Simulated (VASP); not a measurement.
A run of VASP 6.6.1 is set up as follows.

POSCAR

```
MgS
1.0
   10.3639610000      0.0000000000      0.0000000000
    0.0000000000     10.3639610000      0.0000000000
    0.0000000000      0.0000000000     10.3639610000
S Mg
32 32
Direct
    0.2500000000      0.0000000000      0.0000000000
    0.2500000000      0.0000000000      0.5000000000
    0.2500000000      0.5000000000      0.0000000000
    0.2500000000      0.5000000000      0.5000000000
    0.7500000000      0.0000000000      0.0000000000
    0.7500000000      0.0000000000      0.5000000000
    0.7500000000      0.5000000000      0.0000000000
    0.7500000000      0.5000000000      0.5000000000
    0.0000000000      0.2500000000      0.0000000000
    0.0000000000      0.2500000000      0.5000000000
    0.0000000000      0.7500000000      0.0000000000
    0.0000000000      0.7500000000      0.5000000000
    0.5000000000      0.2500000000      0.0000000000
    0.5000000000      0.2500000000      0.5000000000
    0.5000000000      0.7500000000      0.0000000000
    0.5000000000      0.7500000000      0.5000000000
    0.0000000000      0.0000000000      0.2500000000
    0.0000000000      0.0000000000      0.7500000000
    0.0000000000      0.5000000000      0.2500000000
    0.0000000000      0.5000000000      0.7500000000
    0.5000000000      0.0000000000      0.2500000000
    0.5000000000      0.0000000000      0.7500000000
    0.5000000000      0.5000000000      0.2500000000
    0.5000000000      0.5000000000      0.7500000000
    0.2500000000      0.2500000000      0.2500000000
    0.2500000000      0.2500000000      0.7500000000
    0.2500000000      0.7500000000      0.2500000000
    0.2500000000      0.7500000000      0.7500000000
    0.7500000000      0.2500000000      0.2500000000
    0.7500000000      0.2500000000      0.7500000000
    0.7500000000      0.7500000000      0.2500000000
    0.7500000000      0.7500000000      0.7500000000
    0.0000000000      0.0000000000      0.0000000000
    0.0000000000      0.0000000000      0.5000000000
    0.0000000000      0.5000000000      0.0000000000
    0.0000000000      0.5000000000      0.5000000000
    0.5000000000      0.0000000000      0.0000000000
    0.5000000000      0.0000000000      0.5000000000
    0.5000000000      0.5000000000      0.0000000000
    0.5000000000      0.5000000000      0.5000000000
    0.2500000000      0.2500000000      0.0000000000
    0.2500000000      0.2500000000      0.5000000000
    0.2500000000      0.7500000000      0.0000000000
    0.2500000000      0.7500000000      0.5000000000
    0.7500000000      0.2500000000      0.0000000000
    0.7500000000      0.2500000000      0.5000000000
    0.7500000000      0.7500000000      0.0000000000
    0.7500000000      0.7500000000      0.5000000000
    0.2500000000      0.0000000000      0.2500000000
    0.2500000000      0.0000000000      0.7500000000
    0.2500000000      0.5000000000      0.2500000000
    0.2500000000      0.5000000000      0.7500000000
    0.7500000000      0.0000000000      0.2500000000
    0.7500000000      0.0000000000      0.7500000000
    0.7500000000      0.5000000000      0.2500000000
    0.7500000000      0.5000000000      0.7500000000
    0.0000000000      0.2500000000      0.2500000000
    0.0000000000      0.2500000000      0.7500000000
    0.0000000000      0.7500000000      0.2500000000
    0.0000000000      0.7500000000      0.7500000000
    0.5000000000      0.2500000000      0.2500000000
    0.5000000000      0.2500000000      0.7500000000
    0.5000000000      0.7500000000      0.2500000000
    0.5000000000      0.7500000000      0.7500000000
```

The input INCAR.step1:

```
  ALGO = Normal
  EDIFF = 1E-5
  ENCUT = 520
  GGA = PE
  ISIF = 2
  ISMEAR = -1
  LASPH = True
  LCHARG = False
  LREAL = Auto
  LUSENCCL = False
  LWAVE = True
  NBANDS = 166
  NELM = 100
  PREC = Accurate
  SIGMA = 0.05
```

File INCAR.step2:

```
  ALGO = Normal
  EDIFF = 1E-6
  ENCUT = 520
  GGA = PE
  HFSCREEN = 0.2079
  ISIF = 2
  ISMEAR = -1
  ISTART = 1
  LASPH = True
  LCHARG = False
  LHFCALC = True
  LREAL = Auto
  LUSENCCL = False
  LWAVE = False
  NBANDS = 166
  NELM = 100
  PREC = Accurate
  PRECFOCK = Fast
  SIGMA = 0.05
```

KPOINTS

```
k-points
0
Gamma
  1 1 1
```

Potentials or basis: VASP PAW PBE potentials, release 64 (S, Mg).

Command:

```sh
$ cat potpaw_PBE.64/S/POTCAR potpaw_PBE.64/Mg/POTCAR > POTCAR
$ cp INCAR.step1 INCAR
$ mpirun -np 1 vasp_gam > vasp.out
$ cp INCAR.step2 INCAR
$ mpirun -np 1 vasp_gam > vasp.out
```

(1) What does it give for the band gap on the k mesh?

(2) Estimate the pressure.

Answers

(1) 3.78 eV.

(2) 0.6 GPa.

Caveat: the k points lie up to 0.61 Å⁻¹ apart; the PAW data sets were made with another functional, which shifts forces and pressure a little.
